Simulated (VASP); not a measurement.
A run of VASP 6.6.1 is set up as follows.

Contents of INCAR:

```
SYSTEM = Pt
ALGO = Normal ; EDIFF = 1E-6
ENCUT = 570 ; GGA_COMPAT = .False.
ISIF = 2 ; ISMEAR = 0
LASPH = .True. ; LCHARG = .True.
LELF = .True. ; LREAL = .False.
LVHAR = .True. ; LWAVE = .False.
NBANDS = 25 ; NELM = 120
PREC = Accurate ; SIGMA = 0.15
```

Contents of KPOINTS:

```
k-points
0
Gamma
  18 18 10
  0 0 0
```

POSCAR

```
Pt
1.0
    2.7081940711      0.0000000000      0.0000000000
   -1.3540970355      2.3453648639      0.0000000000
    0.0000000000      0.0000000000      4.6773974959
Pt
2
Direct
    0.6869833350      0.3739666699      0.7500000000
    0.3130166650      0.6260333301      0.2500000000
```

Potentials or basis: VASP PAW LDA potentials, release 64 (Pt_sv_GW).

Run with:

```console
$ cat potpaw_LDA.64/Pt_sv_GW/POTCAR > POTCAR
$ mpirun -np 1 vasp_std > vasp.out
```

Problem. Estimate the largest force.

Solution. 0.107 eV/Å.

Problem. Estimate the band gap on the k mesh.

Solution. Zero (bands 18 and 19 overlap by 1.39 eV).

Stress tensor (GPa, compression positive):
```
 0.02  0.00  0.00
 0.00 -0.12  0.00
 0.00  0.00 -0.11
```

Caveat: the cell differs from its parent crystal (atoms displaced along a vibrational mode); spin-orbit coupling is left out, which moves the levels of the heavy elements.
